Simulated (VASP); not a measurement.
Input of a VASP 6.6.1 run:

File INCAR:

```
  PREC = Accurate
  ENCUT = 520
  EDIFF = 1E-6
  ISMEAR = -1
  SIGMA = 0.05
  LREAL = False
  LASPH = True
  NELM = 80
  ALGO = Normal
  ISIF = 2
  LWAVE = False
  LCHARG = False
  GGA = PE
  NBANDS = 28
```

KPOINTS

```
Automatic mesh
0
Gamma
  5 5 4
```

File POSCAR:

```
SnO
1.0
    3.7606140000      0.0000000000      0.0000000000
    0.0000000000      3.7606140000      0.0000000000
    0.0000000000      0.0000000000      4.8408000000
Sn O
2 2
Direct
    0.5000000000      0.0000000000      0.2369000000
    0.0000000000      0.5000000000      0.7631000000
    0.0000000000      0.0000000000      0.0000000000
    0.5000000000      0.5000000000      0.0000000000
```

Potentials or basis: VASP PAW PBE potentials, release 64 (Sn_d, O).

Launch:

```bash
$ cat potpaw_PBE.64/Sn_d/POTCAR potpaw_PBE.64/O/POTCAR > POTCAR
$ mpirun -np 1 vasp_std > vasp.out
```

Question: Predict the band gap on the k mesh.

Answer: 0.36 eV, indirect (least direct gap 2.11 eV).

Question: Estimate the pressure.

Answer: 7.5 GPa.

Question: What does it give for the largest force?

Answer: 0.840 eV/Å.

Stress tensor (GPa, compression positive):
```
8.35 0.00 0.00
0.00 8.35 0.00
0.00 0.00 5.93
```

Caveat: spin-orbit coupling is left out, which moves the levels of the heavy elements. A k mesh can miss the band edges.
